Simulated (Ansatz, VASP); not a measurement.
BaTiO3 in VASP and in Ansatz

```
Ba Ti O
1.0
     3.93720    0.00000    0.00000
     0.00000    3.93720    0.00000
     0.00000    0.00000    3.93720
Ba Ti O
1 1 3
Cartesian
  1.9686 1.9686 1.9686
  0.0000 0.0000 0.0000
  1.9686 0.0000 0.0000
  0.0000 1.9686 0.0000
  0.0000 0.0000 1.9686
```

Alike in both runs: task single point; functional PBE; k mesh 6 × 6 × 6; no spin polarisation.

```csv
,VASP,Ansatz
version,VASP 6.6.1,Ansatz 0.2.0
potentials or method,"VASP PAW PBE potentials, release 64 (Ba_sv, Ti_sv, O_h)","plane waves, PAW"
plane-wave cutoff (eV),910,420
occupations,"gaussian, width 0.01 eV",fixed
valence electrons in the cell,40,40
```

```csv
,VASP,Ansatz,Ansatz less VASP
gap on the k mesh at the Fermi level (eV),1.85,1.92,+0.068
```

Spin-orbit coupling is off throughout. Noted on VASP's run: the cutoff is short for stress, so the pressure is rough.
